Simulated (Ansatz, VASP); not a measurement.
## Se in VASP and in Ansatz

```xyz
1
Lattice="0.0000 2.2552 2.2552 2.2552 0.0000 2.2552 2.2552 2.2552 0.0000" Properties=species:S:1:pos:R:3 pbc="T T T"
Se    0.0000    0.0000    0.0000
```

Alike in both runs: functional BLYP; k mesh 12 × 12 × 12; occupations fermi-dirac, width 0.1 eV; no spin polarisation.

Ansatz relaxed the structure, and its values are those at the end. VASP's run is a single point on that final structure, the one shown.

|  | VASP | Ansatz |
| --- | --- | --- |
| version | VASP 6.6.1 | Ansatz 0.2.0 |
| potentials or method | VASP PAW PBE potentials, release 64 (Se), cutoff 520 eV | plane waves (420 eV) with PAW, scalar-relativistic |
| valence electrons in the cell | 6 | 16 |

|  | VASP | Ansatz | Ansatz less VASP |
| --- | --- | --- | --- |
| pressure (GPa) | 0.1 | 0.0 | -0.13 |

VASP's potentials were made for PBE, not for BLYP. VASP's potentials hold 6 valence electrons a cell and Ansatz's 16, so a difference there can come from the potentials and not from the codes.
